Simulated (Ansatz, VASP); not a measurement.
## Two plane-wave programs on ZnO

```
Zn O
1.0
     3.24980    0.00000    0.00000
    -1.62490    2.81441    0.00000
     0.00000    0.00000    5.20660
Zn O
2 2
Direct
  0.33333 0.66667 0.00000
  0.66667 0.33333 0.50000
  0.33333 0.66667 0.38500
  0.66667 0.33333 0.88500
```

Alike in both runs: task single point; functional LDA; k mesh 9 × 9 × 6; no spin polarisation.

```csv
,VASP,Ansatz
version,VASP 6.6.1,Ansatz 0.2.0
potentials or method,"VASP PAW LDA potentials, release 64 (Zn, O)","scalar-relativistic, plane waves, PAW"
plane-wave cutoff (eV),520,420
occupations,"gaussian, width 0.01 eV",fixed
valence electrons in the cell,36,36
```

```tsv
	VASP	Ansatz	Ansatz less VASP
gap on the k mesh at the Fermi level (eV)	0.74	0.73	-0.007
least direct gap on the mesh (eV)	0.74	0.73	-0.007
```

LDA's correlation is that of Perdew and Zunger in VASP and of Perdew and Wang (1992) in Ansatz.
